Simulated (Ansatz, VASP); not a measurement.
Two plane-wave programs on SiO2

```
CELL_PARAMETERS angstrom
-4.55975 4.55975 2.66299
4.55975 -4.55975 2.66299
4.55975 4.55975 -2.66299
ATOMIC_POSITIONS crystal
Si 0.82311 0.82311 0.64622
Si 0.17689 0.82311 0.00000
Si 0.82311 0.17689 0.00000
Si 0.17689 0.17689 0.35378
O 0.00000 0.79145 0.79145
O 0.20855 0.00000 0.20855
O 0.79145 0.00000 0.79145
O 0.00000 0.20855 0.20855
O 0.00000 0.00000 0.50000
O 0.50000 0.00000 0.00000
O 0.00000 0.50000 0.00000
O 0.50000 0.50000 0.50000
```

Alike in both runs: task single point; functional PBE; k mesh 6 × 6 × 6; occupations fermi-dirac, width 0.05 eV; no spin polarisation.

|  | VASP | Ansatz |
| --- | --- | --- |
| version | VASP 6.6.1 | Ansatz 0.2.0 |
| potentials or method | VASP PAW PBE potentials, release 64 (Si, O) | Ansatz PAW |
| plane-wave cutoff (eV) | 520 | 420 |
| valence electrons in the cell | 64 | 64 |

```csv
,VASP,Ansatz,Ansatz less VASP
gap on the k mesh at the Fermi level (eV),5.20,5.20,+0.002
least direct gap on the mesh (eV),5.20,5.21,+0.002
pressure (GPa),-4.3,-4.3,0.00
rms of the force components (eV/Å),0.043,0.044,+0.0006
```

Atom by atom the forces differ by 0.009 eV/Å (rms over components).
